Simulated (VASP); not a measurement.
# PbO2 (P4_2/mnm) in VASP: notebook

PbO2 is run at these levels: PBE, PBEsol; tasks: single point.

All numbers are computed with VASP 6.6.1; they aren't measurements. Logs are shortened: lines on timing, memory, paths and dates and some standing lists are left out, and cuts for length are marked.

### 1 The cell of the first run

The structure is tetragonal, space group P4_2/mnm (No. 136). The conventional cell has a = 5.195 Å, b = 5.195 Å, c = 3.409 Å, α = 90.00°, β = 90.00°, γ = 90.00°. Within 2.9 Å of Pb (site symmetry mmm) lie 6 O at 2.22 to 2.26 Å. Within 2.9 Å of O (site symmetry m2m) lie 3 Pb at 2.22 to 2.26 Å and 1 O at 2.83 Å.

### 2 Single point, PBE

File INCAR:

```
PREC = Accurate
ENCUT = 520
EDIFF = 1E-6
ISMEAR = -1
SIGMA = 0.05
LREAL = F
LASPH = T
NELM = 60
ALGO = Normal
ISIF = 2
LWAVE = F
LCHARG = F
GGA = PE
NBANDS = 35
```

File KPOINTS:

```
Automatic mesh
0
Gamma
  5 5 7
```

File POSCAR:

```
PbO2
1.0
    5.1947582648      0.0000000000      0.0000000000
    0.0000000000      5.1947582648      0.0000000000
    0.0000000000      0.0000000000      3.4090009600
Pb O
2 4
Direct
    0.5000000000      0.5000000000      0.5000000000
    0.0000000000      0.0000000000      0.0000000000
    0.6925710400      0.6925710400      0.0000000000
    0.8074289600      0.1925710400      0.5000000000
    0.1925710400      0.8074289600      0.5000000000
    0.3074289600      0.3074289600      0.0000000000
```

Potentials or basis: VASP PAW PBE potentials, release 64 (Pb_d, O).

Launch:

```console
$ cat potpaw_PBE.64/Pb_d/POTCAR potpaw_PBE.64/O/POTCAR > POTCAR
$ mpirun -np 1 vasp_std > vasp.out
```

OUTCAR:

```text
PREC = Accurate
   ENCUT = 520
   EDIFF = 1E-6
   ISMEAR = -1
   LREAL = F
   LASPH = T
   NELM = 60
   ISIF = 2
   GGA = PE

 ion  position               nearest neighbor table
   1  0.500  0.500  0.500-   3 2.22   6 2.22   3 2.22   6 2.22   5 2.26   4 2.26   2 4.05   2 4.05
                             2 4.05   2 4.05   2 4.05   2 4.05   2 4.05   2 4.05
   2  0.000  0.000  0.000-   4 2.22   5 2.22   4 2.22   5 2.22   3 2.26   6 2.26   1 4.05   1 4.05
                             1 4.05   1 4.05   1 4.05   1 4.05   1 4.05   1 4.05
   3  0.693  0.693  0.000-   1 2.22   1 2.22   2 2.26
   4  0.807  0.193  0.500-   2 2.22   2 2.22   1 2.26
   5  0.193  0.807  0.500-   2 2.22   2 2.22   1 2.26
   6  0.307  0.307  0.000-   1 2.22   1 2.22   2 2.26

  LATTYP: Found a simple tetragonal cell.
 ALAT       =     5.1947582648
 C/A-ratio  =     0.6562386133

  Lattice vectors:

 A1 = (   5.1947582648,   0.0000000000,   0.0000000000)
 A2 = (   0.0000000000,   5.1947582648,   0.0000000000)
 A3 = (   0.0000000000,   0.0000000000,   3.4090009600)

Analysis of symmetry for initial positions (statically):
=====================================================================
 Subroutine PRICEL returns:
 Original cell was already a primitive cell.

 Routine SETGRP: Setting up the symmetry group for a
 simple tetragonal supercell.

 Subroutine GETGRP returns: Found 16 space group operations
 (whereof  8 operations were pure point group operations)
 out of a pool of 16 trial point group operations.

The static configuration has the point symmetry D_2h.
 The point group associated with its full space group is D_4h.

Analysis of symmetry for dynamics (positions and initial velocities):
=====================================================================
 Subroutine PRICEL returns:
 Original cell was already a primitive cell.

 Routine SETGRP: Setting up the symmetry group for a
 simple tetragonal supercell.

 Subroutine GETGRP returns: Found 16 space group operations
 (whereof  8 operations were pure point group operations)
 out of a pool of 16 trial point group operations.

The dynamic configuration has the point symmetry D_2h.
 The point group associated with its full space group is D_4h.

 Subroutine INISYM returns: Found 16 space group operations
 (whereof  8 operations are pure point group operations),
 and found     1 'primitive' translations

----------------------------------------------------------------------------------------

                                     Primitive cell

  volume of cell :      91.9936

  direct lattice vectors                    reciprocal lattice vectors
     5.194758265  0.000000000  0.000000000     0.192501739  0.000000000  0.000000000
     0.000000000  5.194758265  0.000000000     0.000000000  0.192501739  0.000000000
     0.000000000  0.000000000  3.409000960     0.000000000  0.000000000  0.293341073

  length of vectors
     5.194758265  5.194758265  3.409000960     0.192501739  0.192501739  0.293341073

  position of ions in fractional coordinates (direct lattice)
     0.500000000  0.500000000  0.500000000
     0.000000000  0.000000000  0.000000000
     0.692571040  0.692571040  0.000000000
     0.807428960  0.192571040  0.500000000
     0.192571040  0.807428960  0.500000000
     0.307428960  0.307428960  0.000000000

  ion indices of the primitive-cell ions
   primitive index   ion index
                 1           1
                 2           2
                 3           3
                 4           4
                 5           5
                 6           6

----------------------------------------------------------------------------------------

 KPOINTS: Automatic mesh

Automatic generation of k-mesh.
 Grid dimensions read from file:
 generate k-points for:    5    5    7

 Generating k-lattice:

  Cartesian coordinates                     Fractional coordinates (reciprocal lattice)
     0.038500348  0.000000000  0.000000000     0.200000000  0.000000000  0.000000000
     0.000000000  0.038500348  0.000000000     0.000000000  0.200000000  0.000000000
     0.000000000  0.000000000  0.041905868     0.000000000  0.000000000  0.142857143

  Length of vectors
     0.038500348  0.038500348  0.041905868

  Shift w.r.t. Gamma in fractional coordinates (k-lattice)
     0.000000000  0.000000000  0.000000000

 Subroutine IBZKPT returns following result:
 ===========================================

 Found     24 irreducible k-points:

 Following reciprocal coordinates:
            Coordinates               Weight
  0.000000  0.000000  0.000000      1.000000
  0.200000  0.000000  0.000000      4.000000
  0.400000  0.000000  0.000000      4.000000
  0.200000  0.200000  0.000000      4.000000
  0.400000  0.200000  0.000000      8.000000
  0.400000  0.400000  0.000000      4.000000
[... 16 lines left out ...]
  0.400000  0.200000  0.428571     16.000000
  0.400000  0.400000  0.428571      8.000000
   k-points           NKPTS =     24   k-points in BZ     NKDIM =     24   number of bands    NBANDS=     35
   number of dos      NEDOS =    301   number of ions     NIONS =      6
   total plane-waves  NPLWV =  44800
   dimension x,y,z NGX =    40 NGY =   40 NGZ =   28
   dimension x,y,z NGXF=    80 NGYF=   80 NGZF=   56
   ions per type =               2   4
   NGX,Y,Z   is equivalent  to a cutoff of  12.80, 12.80, 13.65 a.u.
   NGXF,Y,Z  is equivalent  to a cutoff of  25.60, 25.60, 27.31 a.u.
 SYSTEM =  unknown system
   PREC   = accura    normal or accurate (medium, high low for compatibility)
   ISTART =      0    job   : 0-new  1-cont  2-samecut
   ICHARG =      2    charge: 1-file 2-atom 10-const
   ISPIN  =      1    spin polarized calculation?
   LNONCOLLINEAR =      F non collinear calculations
   LSORBIT =      F    spin-orbit coupling
   LASPH  =      T    aspherical Exc in radial PAW
   ENCUT  =  520.0 eV  38.22 Ry    6.18 a.u.   9.66  9.66  6.34*2*pi/ulx,y,z
   NELM   =     60;   NELMIN=  2; NELMDL= -5     # of ELM steps
   EDIFF  = 0.1E-05   stopping-criterion for ELM
   LREAL  =      F    real-space projection
   EDIFFG = 0.1E-04   stopping-criterion for IOM
   NSW    =      0    number of steps for IOM
   IBRION =     -1    ionic relax: 0-MD 1-quasi-New 2-CG
   NFREE  =      0    steps in history (QN), initial steepest desc. (CG)
   ISIF   =      2    stress and relaxation
   ISYM   =      2    0-nonsym 1-usesym 2-fastsym
   POTIM  = 0.5000    time-step for ionic-motion
   TEBEG  =    0.0;   TEEND  =   0.0 temperature during run
   PSTRESS=    0.0 pullay stress
   NELECT =      52.0000    total number of electrons
   NUPDOWN=      -1.0000    fix difference up-down
   EMIN   =  10.00;   EMAX   =-10.00  energy-range for DOS
   EFERMI =   0.00;   METHOD = LEGACY
   ISMEAR =    -1;   SIGMA  =   0.05  broadening in eV -4-tet -1-fermi 0-gaus
   EFERMI_NEDOS =   21; number of points for ismear=-14 and -15
   IALGO  =     38    algorithm
   IMIX   =      4    mixing-type and parameters
     AMIX     =   0.40;   BMIX     =  1.00
     AMIX_MAG =   1.60;   BMIX_MAG =  1.00
  volume/ion in A,a.u.               =      15.33       103.47
  Fermi-wavevector in a.u.,A,eV,Ry     =   1.353599  2.557931 24.929004  1.832230
  Thomas-Fermi vector in A             =   2.480841
   LORBIT       =      0    0 simple, 1 ext, 2 COOP (PROOUT), +10 PAW based schemes
   GGA     = PE    functional components
   LHFCALC =     F    Hartree Fock is set to
   AEXX    =    0.0000 exact exchange contribution
   IVDW    =     0    specifies the selected vdW correction
   LEPSILON=     F    determine dielectric tensor
   LRPA    =     F    only Hartree local field effects (RPA)
 non-spin polarized calculation
  energy-cutoff  :      520.00
  volume of cell :       91.99
 maximum number of plane-waves:      2525
 NGX is ok and might be reduce to    40
   NGX = 19   NGY = 19   NGZ = 13

 number of electron      51.9999961 magnetization

 Free energy of the ion-electron system (eV)
  ---------------------------------------------------
  ext. energy  EPLUGINS =         0.00000000
  ---------------------------------------------------
  free energy    TOTEN  =       -31.83483682 eV

  energy without entropy =      -31.82919185  energy(sigma->0) =      -31.83201434

 E-fermi :   3.4241     XC(G=0): -10.1823

 val. band max:        3.3706634585   @ k =   0.0000   0.0000   0.1429
 cond. band min:       3.4474236112   @ k =   0.2000   0.0000   0.0000
 fundamental gap:      0.0767601527
 Fermi energy:         3.4240989887

 k-point     1 :       0.0000    0.0000    0.0000
  band No.  band energies     occupation
      1     -14.4464      2.00000
      2     -14.4454      2.00000
      3     -12.9657      2.00000
      4     -12.9657      2.00000
      5     -12.1248      2.00000
      6     -12.0016      2.00000
[... 27 lines left out ...]
     34      13.4288      0.00000
     35      14.7265      0.00000

 k-point     2 :       0.2000    0.0000    0.0000
  band No.  band energies     occupation
      1     -14.3918      2.00000
      2     -14.3722      2.00000
      3     -13.2277      2.00000
      4     -13.1210      2.00000
      5     -11.9639      2.00000
      6     -11.9559      2.00000
[... 27 lines left out ...]
     34      14.1458      0.00000
     35      14.7813      0.00000

 k-point     3 :       0.4000    0.0000    0.0000
  band No.  band energies     occupation
      1     -14.2610      2.00000
      2     -14.2268      2.00000
      3     -13.5155      2.00000
      4     -13.4237      2.00000
      5     -11.9507      2.00000
      6     -11.9505      2.00000
[... 27 lines left out ...]
     34      14.9929      0.00000
     35      15.0143      0.00000

 k-point     4 :       0.2000    0.2000    0.0000
  band No.  band energies     occupation
      1     -14.4369      2.00000
      2     -14.2462      2.00000
      3     -13.4778      2.00000
      4     -12.9834      2.00000
      5     -12.0121      2.00000
      6     -11.9599      2.00000
[... 27 lines left out ...]
     34      14.2809      0.00000
     35      14.8355      0.00000

 k-point     5 :       0.4000    0.2000    0.0000
  band No.  band energies     occupation
      1     -14.3701      2.00000
      2     -14.2367      2.00000
      3     -13.4805      2.00000
      4     -13.1830      2.00000
      5     -11.9570      2.00000
      6     -11.9511      2.00000
[... 638 lines left out ...]
 k-point    22 :       0.2000    0.2000    0.4286
  band No.  band energies     occupation
      1     -14.3304      2.00000
      2     -14.1372      2.00000
      3     -13.7248      2.00000
      4     -13.3071      2.00000
      5     -11.9506      2.00000
      6     -11.8537      2.00000
[... 27 lines left out ...]
     34      13.7167      0.00000
     35      15.1925      0.00000

 k-point    23 :       0.4000    0.2000    0.4286
  band No.  band energies     occupation
      1     -14.3331      2.00000
      2     -14.2373      2.00000
      3     -13.5535      2.00000
      4     -13.3121      2.00000
      5     -11.9066      2.00000
      6     -11.8593      2.00000
[... 27 lines left out ...]
     34      13.5961      0.00000
     35      15.1666      0.00000

 k-point    24 :       0.4000    0.4000    0.4286
  band No.  band energies     occupation
      1     -14.2413      2.00000
      2     -14.1497      2.00000
      3     -13.7129      2.00000
      4     -13.5504      2.00000
      5     -11.8465      2.00000
      6     -11.8413      2.00000
[... 27 lines left out ...]
     34      13.0886      0.00000
     35      15.6337      0.00000

------------------------ aborting loop because EDIFF is reached ----------------------------------------

  FORCE on cell =-STRESS in cart. coord.  units (eV):
  Direction    XX          YY          ZZ          XY          YZ          ZX
  --------------------------------------------------------------------------------------
  -------------------------------------------------------------------------------------
  Total       -2.0034657     -2.0034657     -0.9506920      0.0000000      0.0000000      0.0000000
  in kB      -34.8927085    -34.8927085    -16.5574188      0.0000000      0.0000000      0.0000000
  external PRESSURE =     -28.7809453 kB  Pullay stress =       0.0000000 kB

 VOLUME and BASIS-vectors are now :
 -----------------------------------------------------------------------------
  energy-cutoff  :      520.00
  volume of cell :       91.99
      direct lattice vectors                 reciprocal lattice vectors
     5.194758265  0.000000000  0.000000000     0.192501739  0.000000000  0.000000000
     0.000000000  5.194758265  0.000000000     0.000000000  0.192501739  0.000000000
     0.000000000  0.000000000  3.409000960     0.000000000  0.000000000  0.293341073

 POSITION                                       TOTAL-FORCE (eV/Angst)
 -----------------------------------------------------------------------------------
      2.59738      2.59738      1.70450        -0.000000     -0.000000     -0.000000
      0.00000      0.00000      0.00000        -0.000000     -0.000000     -0.000000
      3.59774      3.59774      0.00000        -0.092442     -0.092442      0.000000
      4.19440      1.00036      1.70450         0.092442     -0.092442      0.000000
      1.00036      4.19440      1.70450        -0.092442      0.092442     -0.000000
      1.59702      1.59702      0.00000         0.092442      0.092442     -0.000000
 -----------------------------------------------------------------------------------
    total drift:                                0.000000      0.000000      0.000000

  FREE ENERGIE OF THE ION-ELECTRON SYSTEM (eV)
  ---------------------------------------------------
  free  energy   TOTEN  =       -31.8348368215 eV

  energy  without entropy=      -31.8291918520  energy(sigma->0) =      -31.83201434
```

Run time: 1.9 min. Hardware: 1 thread of Intel Xeon 8259CL, shared host; peak memory 0.23 GiB.

What came out:

```
Free energy            : -31.8348 eV
Pressure               : -2.9 GPa
Largest force          : 0.131 eV/Å
Band gap on the k mesh : 0.08 eV (least direct gap 0.15 eV)
```

Forces on the atoms (eV/Å):
```
Pb   0.000  0.000  0.000
Pb   0.000  0.000  0.000
O   -0.092 -0.092  0.000
O    0.092 -0.092  0.000
O   -0.092  0.092  0.000
O    0.092  0.092  0.000
```

Caveat: spin-orbit coupling is left out, which moves the levels of the heavy elements.

### 3 Single point, PBEsol

This run uses another cell than the first one, of 13.29 Å³/atom.

File INCAR:

```
SYSTEM = PbO2
ALGO = Normal ; EDIFF = 1E-6
ENCUT = 520 ; GGA = PS
ISIF = 2 ; ISMEAR = -1
LASPH = .TRUE. ; LCHARG = .FALSE.
LREAL = .FALSE. ; LWAVE = .FALSE.
NBANDS = 35 ; NELM = 80
PREC = Accurate ; SIGMA = 0.05
```

File KPOINTS:

```
k-points
0
G
  5 5 6
  0 0 0
```

File POSCAR:

```
PbO2
1.0
    4.8437568216      0.0000000000      0.0000000000
    0.0000000000      4.8437568216      0.0000000000
    0.0000000000      0.0000000000      3.3979968587
Pb O
2 4
Direct
    0.5000000000      0.5000000000      0.5000000000
    0.0000000000      0.0000000000      0.0000000000
    0.6929482529      0.6929482529      0.0000000000
    0.8070517471      0.1929482529      0.5000000000
    0.1929482529      0.8070517471      0.5000000000
    0.3070517471      0.3070517471      0.0000000000
```

Potentials or basis: VASP PAW PBE potentials, release 64 (Pb_d, O).

Launch:

```console
$ cat potpaw_PBE.64/Pb_d/POTCAR potpaw_PBE.64/O/POTCAR > POTCAR
$ mpirun -np 1 vasp_std > vasp.out
```

Wall time 45 s (1 thread of Intel Xeon Platinum 8488C (Sapphire Rapids), shared host); peak memory 0.21 GiB.

It converged, with:

```
Free energy            : -33.8960 eV
Pressure               : 10.3 GPa
Band gap on the k mesh : 0.16 eV (least direct gap 0.65 eV)
```

Forces on the atoms (eV/Å):
```
Pb   0.000  0.000  0.000
Pb   0.000  0.000  0.000
O    0.002  0.002  0.000
O   -0.002  0.002  0.000
O    0.002 -0.002  0.000
O   -0.002 -0.002  0.000
```

Stress tensor (GPa, compression positive):
```
10.28  0.00  0.00
 0.00 10.28  0.00
 0.00  0.00 10.47
```

Levels at points of the mesh, in eV from the valence-band top:
| k point | band 24 | band 25 | band 26 | band 27 | band 28 | band 29 |
| --- | --- | --- | --- | --- | --- | --- |
| (0.00, 0.00, 0.00) | -0.50 | -0.48 | -0.48 | 0.16 | 4.70 | 5.94 |
| (0.00, 0.00, 0.50) | -1.17 | -0.76 | -0.76 | 4.32 | 4.32 | 9.31 |

Caveat: the cell stands under pressure; the PAW data sets were made with another functional, which shifts forces and pressure a little; spin-orbit coupling is left out, which moves the levels of the heavy elements.

[end of part 1 of 2]

The gap in the log of VASP goes by the Fermi energy; the results here count the filled bands.